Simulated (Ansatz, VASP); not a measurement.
## Li3Os: VASP beside Ansatz

```
Li Os
1.0
     2.68172    0.00000    0.00000
    -1.34086    2.32244    0.00000
     0.00000    0.00000    9.78602
Li Os
3 1
Direct
  0.66667 0.33333 0.72614
  0.00000 0.00000 0.00000
  0.33333 0.66667 0.27386
  0.00000 0.00000 0.50000
```

Alike in both runs: functional PBE; k mesh 6 × 6 × 2; occupations gaussian, width 0.1 eV; no spin polarisation.

Ansatz relaxed the structure, and its values are those at the end. VASP's run is a single point on that final structure, the one shown.

```csv
,VASP,Ansatz
version,VASP 6.6.1,Ansatz 0.2.0
potentials or method,"VASP PAW PBE potentials, release 64 (Li_sv, Os), cutoff 520 eV","scalar-relativistic, plane waves, PAW"
valence electrons in the cell,17,25
```

```tsv
	VASP	Ansatz	Ansatz less VASP
gap on the k mesh at the Fermi level (eV)	none	none	-
rms of the force components (eV/Å)	0.001	0.005	+0.0043
```

A gap of «none» marks a metal or a gap that the smearing closes. VASP's potentials hold 17 valence electrons a cell and Ansatz's 25, so a difference there can come from the potentials and not from the codes.

The k mesh is coarse, so the values compare programs but aren't converged. Neither program's run includes spin-orbit coupling. Noted on VASP's run: the cutoff is under 1.25 times that of the potentials, so the pressure is a little rough.
